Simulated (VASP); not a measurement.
# ZrC (Pm-3m) in VASP: further runs, part 2 of 2

VASP 6.6.1. The steps go on from the part before.

## (6) Single point, PBE

This run uses another cell than the first one: it holds 16 atoms, not 2.

INCAR reads:

```
PREC     = Accurate       # precision mode
ENCUT    = 520            # plane-wave cutoff, eV
EDIFF    = 1E-6           # SCF threshold, eV
ISMEAR   = 0              # smearing method
SIGMA    = 0.05           # smearing width, eV
LREAL    = Auto         
LASPH    = T              # aspherical terms in the spheres
NELM     = 80             # most SCF steps
ALGO     = Normal         # electronic algorithm
ISIF     = 2              # what is computed and relaxed
LWAVE    = F              # write WAVECAR
LCHARG   = F              # write CHGCAR
GGA      = PE             # functional
NBANDS   = 78             # bands
```

KPOINTS reads:

```
Automatic mesh
0
Gamma
  4 4 4
```

POSCAR reads:

```
ZrC
1.0
    5.8421900928      0.0000000000      0.0000000000
    0.0000000000      5.8421900928      0.0000000000
    0.0000000000      0.0000000000      5.8421900928
Zr C
8 8
Direct
    0.0000000000      0.0000000000      0.0000000000
    0.0000000000      0.0000000000      0.5000000000
    0.0000000000      0.5000000000      0.0000000000
    0.0000000000      0.5000000000      0.5000000000
    0.5000000000      0.0000000000      0.0000000000
    0.5000000000      0.0000000000      0.5000000000
    0.5000000000      0.5000000000      0.0000000000
    0.5000000000      0.5000000000      0.5000000000
    0.2500000000      0.2500000000      0.2500000000
    0.2500000000      0.2500000000      0.7500000000
    0.2500000000      0.7500000000      0.2500000000
    0.2500000000      0.7500000000      0.7500000000
    0.7500000000      0.2500000000      0.2500000000
    0.7500000000      0.2500000000      0.7500000000
    0.7500000000      0.7500000000      0.2500000000
    0.7500000000      0.7500000000      0.7500000000
```

Potentials or basis: VASP PAW PBE potentials, release 64 (Zr_sv, C).

Launch:

```console
$ cat potpaw_PBE.64/Zr_sv/POTCAR potpaw_PBE.64/C/POTCAR > POTCAR
$ mpirun -np 1 vasp_std > vasp.out
```

OUTCAR:

```text
PREC = Accurate
   ENCUT = 520
   EDIFF = 1E-6
   ISMEAR = 0
   LREAL = Auto
   LASPH = T
   NELM = 80
   ISIF = 2
   GGA = PE

 ion  position               nearest neighbor table
   1  0.000  0.000  0.000-   9 2.53  10 2.53  11 2.53  12 2.53  13 2.53  14 2.53  15 2.53  16 2.53
                             5 2.92   2 2.92   3 2.92   2 2.92   3 2.92   5 2.92
   2  0.000  0.000  0.500-   9 2.53  10 2.53  11 2.53  12 2.53  13 2.53  14 2.53  15 2.53  16 2.53
                             6 2.92   1 2.92   4 2.92   1 2.92   4 2.92   6 2.92
   3  0.000  0.500  0.000-   9 2.53  10 2.53  11 2.53  12 2.53  13 2.53  14 2.53  15 2.53  16 2.53
                             7 2.92   1 2.92   4 2.92   4 2.92   1 2.92   7 2.92
   4  0.000  0.500  0.500-   9 2.53  10 2.53  11 2.53  12 2.53  13 2.53  14 2.53  15 2.53  16 2.53
                             8 2.92   2 2.92   3 2.92   3 2.92   2 2.92   8 2.92
   5  0.500  0.000  0.000-   9 2.53  10 2.53  11 2.53  12 2.53  13 2.53  14 2.53  15 2.53  16 2.53
                             7 2.92   1 2.92   6 2.92   6 2.92   7 2.92   1 2.92
   6  0.500  0.000  0.500-   9 2.53  10 2.53  11 2.53  12 2.53  13 2.53  14 2.53  15 2.53  16 2.53
                             8 2.92   2 2.92   5 2.92   5 2.92   8 2.92   2 2.92
   7  0.500  0.500  0.000-   9 2.53  10 2.53  11 2.53  12 2.53  13 2.53  14 2.53  15 2.53  16 2.53
[... 222 lines left out ...]
      6     -37.9277      2.00000
[... 779 lines left out ...]
     75      12.2879      0.00000
     76      12.2879      0.00000
 [bands above 76 left out]

------------------------ aborting loop because EDIFF is reached ----------------------------------------

  FORCE on cell =-STRESS in cart. coord.  units (eV):
  Direction    XX          YY          ZZ          XY          YZ          ZX
  --------------------------------------------------------------------------------------
  -------------------------------------------------------------------------------------
  Total       -0.2143511     -0.2143511     -0.2143511     -0.0000000      0.0000000     -0.0000000
  in kB       -1.7223016     -1.7223016     -1.7223016     -0.0000000      0.0000000     -0.0000000
  external PRESSURE =      -1.7223016 kB  Pullay stress =       0.0000000 kB

 VOLUME and BASIS-vectors are now :
 -----------------------------------------------------------------------------
  energy-cutoff  :      520.00
  volume of cell :      199.40
      direct lattice vectors                 reciprocal lattice vectors
     5.842190093  0.000000000  0.000000000     0.171168686  0.000000000  0.000000000
     0.000000000  5.842190093  0.000000000     0.000000000  0.171168686  0.000000000
     0.000000000  0.000000000  5.842190093     0.000000000  0.000000000  0.171168686

 POSITION                                       TOTAL-FORCE (eV/Angst)
 -----------------------------------------------------------------------------------
      0.00000      0.00000      0.00000         0.000000     -0.000000     -0.000000
      0.00000      0.00000      2.92110         0.000000      0.000000      0.000000
      0.00000      2.92110      0.00000        -0.000000     -0.000000      0.000000
      0.00000      2.92110      2.92110        -0.000000     -0.000000     -0.000000
      2.92110      0.00000      0.00000         0.000000     -0.000000      0.000000
      2.92110      0.00000      2.92110        -0.000000      0.000000     -0.000000
[... 8 lines left out ...]
      4.38164      4.38164      1.46055         0.000000     -0.000000      0.000000
      4.38164      4.38164      4.38164        -0.000000      0.000000      0.000000
 -----------------------------------------------------------------------------------
    total drift:                                0.000000      0.000000      0.000000

  FREE ENERGIE OF THE ION-ELECTRON SYSTEM (eV)
  ---------------------------------------------------
  free  energy   TOTEN  =      -136.0230629016 eV

  energy  without entropy=     -135.9989178931  energy(sigma->0) =     -136.01099040
```

OSZICAR:

```text
N       E                     dE             d eps       ncg     rms          rms(c)
DAV:   1     0.124860707854E+04    0.12486E+04   -0.68226E+04  1560   0.167E+03
DAV:   2    -0.260680824284E+02   -0.12747E+04   -0.12312E+04  1732   0.479E+02
DAV:   3    -0.155730245179E+03   -0.12966E+03   -0.12421E+03  2352   0.119E+02
DAV:   4    -0.164272116543E+03   -0.85419E+01   -0.85069E+01  2232   0.270E+01
DAV:   5    -0.164780873244E+03   -0.50876E+00   -0.50864E+00  2170   0.558E+00    0.495E+01
DAV:   6    -0.141269033875E+03    0.23512E+02   -0.25830E+02  1858   0.365E+01    0.247E+01
DAV:   7    -0.136148952887E+03    0.51201E+01   -0.37643E+01  1814   0.145E+01    0.164E+01
DAV:   8    -0.136041950735E+03    0.10700E+00   -0.27286E+00  2026   0.597E+00    0.319E+00
DAV:   9    -0.136018056012E+03    0.23895E-01   -0.29359E-01  1970   0.192E+00    0.149E+00
DAV:  10    -0.136026399132E+03   -0.83431E-02   -0.63671E-02  1944   0.121E+00    0.710E-01
DAV:  11    -0.136023010877E+03    0.33883E-02   -0.18551E-02  1828   0.556E-01    0.875E-02
DAV:  12    -0.136023067857E+03   -0.56980E-04   -0.10855E-03  2104   0.113E-01    0.512E-02
DAV:  13    -0.136023061813E+03    0.60438E-05   -0.76364E-05  2002   0.354E-02    0.135E-02
DAV:  14    -0.136023063746E+03   -0.19328E-05   -0.13409E-05  1962   0.116E-02    0.502E-03
DAV:  15    -0.136023062902E+03    0.84457E-06   -0.57681E-07   912   0.334E-03
   1 F= -.13602306E+03 E0= -.13601099E+03  d E =-.241450E-01
```

Wall time 8.5 min (1 thread of Intel Xeon 8259CL, shared host); peak memory 0.38 GiB.

Results:

| Quantity | Value |
| --- | --- |
| Free energy | -136.0231 eV |
| Pressure | -0.2 GPa |
| Band gap on the k mesh | zero (bands 64 and 65 overlap by 0.63 eV) |

## (7) Summary

| cell | k mesh | gap on the mesh (eV) | pressure (GPa) |
| --- | --- | --- | --- |
| a = 2.762 Å, 2 atoms, atomic positions A | 12 × 12 × 12 | none | 45.4 |
| a = 2.868 Å, 2 atoms, atomic positions A | 12 × 12 × 12 | none | 11.8 |
| a = 2.925 Å, 2 atoms, atomic positions A | 12 × 12 × 12 | none | -0.5 |
| a = 2.921 Å, 2 atoms, atomic positions A | 12 × 12 × 12 | none | 0.2 |
| a = 5.842 Å, 16 atoms, atomic positions B | 4 × 4 × 4 | none | -0.2 |

Alike in all rows: task single point; level PBE; potentials or basis VASP PAW PBE potentials, release 64 (Zr_sv, C); no spin polarisation; cutoff (eV) 520; smearing gaussian 0.05 eV.

Caveats: the cell stands under pressure (at least some runs).

Absolute energies hang on the potentials; compare differences alone.
